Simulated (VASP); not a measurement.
MnSe:

```
Mn Se
1.0
     0.00000    2.91000    2.91000
     2.91000    0.00000    2.91000
     2.91000    2.91000    0.00000
Mn Se
1 1
Direct
  0.00000 0.00000 0.00000
  0.75000 0.75000 0.75000
```

Base run:

```yaml
Program: VASP 6.6.1
Functional: LDA
Potentials_or_basis: VASP PAW LDA potentials, release 64 (Mn_pv, Se)
Cutoff: 520 eV
k_mesh: 10 × 10 × 10
Occupations: gaussian, width 0.05 eV
Spin: collinear spin, ferromagnetic start
Starting_moments: "[5.0, 0.0] μB"
```

Its results: pressure -3.7 GPa; net moment 4.72 μB per cell.

Question: The run is repeated on the same cell with these changes: moments at the start from [5.0, 0.0] to [0.5, 0.0]. What comes out?

Answer: Pressure -20.1 GPa; net moment 0.00 μB per cell.

Caveats: the cell stands under tension; a cell with one magnetic atom can't hold antiferromagnetic order, which such compounds often take (at least some runs).
